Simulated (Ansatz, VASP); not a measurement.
## GaAs: VASP beside Ansatz

The input INCAR:

```
ALGO = Fast
EDIFF = 1E-7
EDIFFG = -0.01
ENCUT = 600
GGA = PE
IBRION = 2
ISIF = 3
ISMEAR = 0
LASPH = True
LCHARG = False
LREAL = False
LWAVE = False
NELM = 80
NSW = 100
PREC = Accurate
SIGMA = 0.1
```

The input KPOINTS:

```
k-points
0
Gamma
  10 10 4
```

File POSCAR:

```
GaAs
1.0
    3.8058447937      0.0000000000      0.0000000000
    0.0000000000      3.8058447937      0.0000000000
    0.0000000000      0.0000000000     10.8203457019
Ga As
4 4
Direct
   -0.0002949730      0.5000000000      0.2500000000
    0.5000000000      1.0002949730      0.5000000000
    0.5000000000     -0.0002949730      0.0000000000
    1.0002949730      0.5000000000      0.7500000000
    0.0000000000      0.5001815606      0.5000000000
    0.4998184394      0.0000000000      0.2500000000
    0.5001815606      0.0000000000      0.7500000000
    0.0000000000      0.4998184394      0.0000000000
```

Input for Ansatz:

```yaml
crystal:
  lattice:
    - [3.8058447937, 0.0, 0.0]
    - [0.0, 3.8058447937, 0.0]
    - [0.0, 0.0, 10.8203457019]
  atoms:
    - { symbol: Ga, position: [-0.000294973, 0.5, 0.25] }
    - { symbol: Ga, position: [0.5, 1.000294973, 0.5] }
    - { symbol: Ga, position: [0.5, -0.000294973, 0.0] }
    - { symbol: Ga, position: [1.000294973, 0.5, 0.75] }
    - { symbol: As, position: [0.0, 0.5001815606, 0.5] }
    - { symbol: As, position: [0.4998184394, 0.0, 0.25] }
    - { symbol: As, position: [0.5001815606, 0.0, 0.75] }
    - { symbol: As, position: [0.0, 0.4998184394, 0.0] }
basis:
  ecutwfc: 420
kpoints:
  mp_grid: { grid: [10, 10, 4] }
hamiltonian:
  xc: pbe
scf:
  occupations: { method: gaussian, width: 0.1 }
output:
  forces: true
  stress: true
  eigenvalues: true
relax:
  adjacent_minimum: "off"
  f_tol: 0.01
  max_steps: 80
  cell: { stress_tol: 0.05 }
```

Alike in both runs: task relaxation of cell and atoms; functional PBE; k mesh 10 × 10 × 4; occupations gaussian, width 0.1 eV; no spin polarisation.

|  | VASP | Ansatz |
| --- | --- | --- |
| version | VASP 6.6.1 | Ansatz 0.2.0 |
| potentials or method | VASP PAW PBE potentials, release 64 (Ga_d, As), cutoff 600 eV | scalar-relativistic, plane waves, PAW |
| valence electrons in the cell | 72 | 112 |

|  | VASP | Ansatz | Ansatz less VASP |
| --- | --- | --- | --- |
| gap on the k mesh at the Fermi level, each at its own relaxed structure (eV) | none | none | - |
| relaxed volume (Å³/atom) | 19.64 | 19.59 | -0.051 |
| relaxed length of the cell vector where the two differ most in proportion (Å) | 10.831 | 10.820 | -0.0109 |

A gap of «none» marks a metal or a gap that the smearing closes. VASP's potentials hold 72 valence electrons a cell and Ansatz's 112, so a difference there can come from the potentials and not from the codes.
